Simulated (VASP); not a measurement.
Runs of VASP 6.6.1 on TeOs. The structure is that of space group Pm-3m (No. 221), or close to it. The cells are those of the table. 

```csv
task,spin,cell,k mesh,cutoff (eV),gap on the mesh (eV),pressure (GPa),relaxed volume (Å³/atom)
single point,"collinear, ferromagnetic start","a = 3.330 Å, 2 atoms",6 × 6 × 6,520,none,0.0,-
single point,off,"a = 3.330 Å, 2 atoms",6 × 6 × 6,520,none,-0.1,-
single point,off,"a = 3.336 Å, 2 atoms",16 × 16 × 16,520,none,-0.1,-
relaxation of cell and atoms,off,"relaxed from a = 3.596 Å, 2 atoms",6 × 6 × 6,600,none,0.0,18.46
single point,off,"a = 3.596 Å, 2 atoms",6 × 6 × 6,520,none,-21.7,-
relaxation of cell and atoms,off,"relaxed from a = 3.330 Å, 2 atoms",16 × 16 × 16,600,none,0.0,(a)
```

Alike in all rows: level PBE; potentials or basis VASP PAW PBE potentials, release 64 (Te, Os); smearing gaussian 0.1 eV.

Question: Estimate the missing entries.

Answer: (a) 18.56.

Caveats: spin-orbit coupling is left out, which moves the levels of the heavy elements; the volume moved by over 15 % at a fixed basis, so the end points are rough (some runs).

A k mesh can miss the band edges, and the runs leave out spin-orbit coupling on Os, Te.

A gap of «none» marks levels without a gap at the run's occupations.
